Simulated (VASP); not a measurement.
Gd, 2 atoms in the cell. The structure is hexagonal, space group P6_3/mmc (No. 194). The conventional cell has a = 3.776 Å, b = 3.776 Å, c = 6.080 Å, α = 90.00°, β = 90.00°, γ = 120.00°. Gd (site symmetry -6m2) has 12 Gd at 3.74 to 3.78 Å within 4.9 Å. 

| Item | Value |
| --- | --- |
| Program | VASP 6.6.1 |
| Task | single point |
| Functional | RPBE |
| Potentials or basis | VASP PAW PBE potentials, release 64 (Gd) |
| Cutoff | 520 eV |
| k mesh | 13 × 13 × 7 |
| Occupations | fermi-dirac, width 0.05 eV |
| Spin | collinear spin, antiferromagnetic start |
| Starting moments | [7.287, -7.287] μB |
| Dipole correction | no |
| Further INCAR settings | ALGO = Normal; EDIFF = 1e-06; NBANDS = 29 |

Potentials or basis: VASP PAW PBE potentials, release 64 (Gd).

Launch:

```sh
$ cat potpaw_PBE.64/Gd/POTCAR > POTCAR
$ mpirun -np 1 vasp_std > vasp.out
```

Hardware: 1 thread of Intel Xeon 8259CL, with other jobs on the host.

Task: How long does it take, and how much memory?

Result: It took 31 min on 1 thread of Intel Xeon 8259CL (shared host), peak memory 0.43 GiB. Counts: scf iterations 42, k points 84.
